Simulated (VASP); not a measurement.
P:

```
P
1.0
     1.65500   -5.25000    0.00000
     1.65500    5.25000    0.00000
     0.00000    0.00000    4.38000
P
4
Direct
  0.09800 0.90200 0.91000
  0.59800 0.40200 0.59000
  0.90200 0.09800 0.09000
  0.40200 0.59800 0.41000
```

| Property | Result |
| --- | --- |
| Program | VASP 6.6.1 |
| Task | relaxation of cell and atoms |
| Functional | PBE |
| Dispersion | D3(BJ) |
| Potentials or basis | VASP PAW PBE potentials, release 64 (P) |
| Cutoff | 600 eV |
| k mesh | 6 × 6 × 4 |
| Occupations | gaussian, width 0.1 eV |
| Spin | no spin polarisation |

At the start: pressure 2.7 GPa; volume 19.03 Å³/atom.

Problem. How do energy, volume and symmetry change on relaxing?

Solution. Over 12 steps the energy falls by 39.0 meV/atom and the volume is 17.45 Å³/atom (-8.3 %); space group Cmce (No. 64, to 0.05 Å).

Step by step:
```
step  energy change (eV)  largest force (eV/Å)  pressure (GPa)  volume (Å³)
   1              0.0000                0.9485            2.72        76.11
   2             -0.0535                0.2625           -3.66        79.73
   3             -0.0775                0.1893           -1.57        78.42
   4             -0.0989                0.0918           -0.95        76.93
   5             -0.1016                0.0435           -0.61        76.22
   6             -0.1153                0.1404            0.12        74.76
   7             -0.1245                0.3201            1.43        72.49
   8             -0.1313                0.2861            1.20        72.21
   9             -0.1465                0.1802            0.55        71.37
  10             -0.1548                0.0433           -0.56        69.67
  11             -0.1555                0.0082           -0.33        70.05
  12             -0.1560                0.0176           -0.18        69.80
```

Final structure:
```
P
1.0
     1.67618   -5.06229    0.00000
     1.67618    5.06229    0.00000
     0.00000    0.00000    4.11314
P
4
Direct
  0.10690 0.89310 0.92923
  0.60690 0.39310 0.57077
  0.89310 0.10690 0.07077
  0.39310 0.60690 0.42923
```

Caveat: pairwise dispersion overbinds metals, which lowers pressure and volume; the relaxation stopped at a loose force limit of 0.05 eV/Å, so its end isn't a converged minimum.
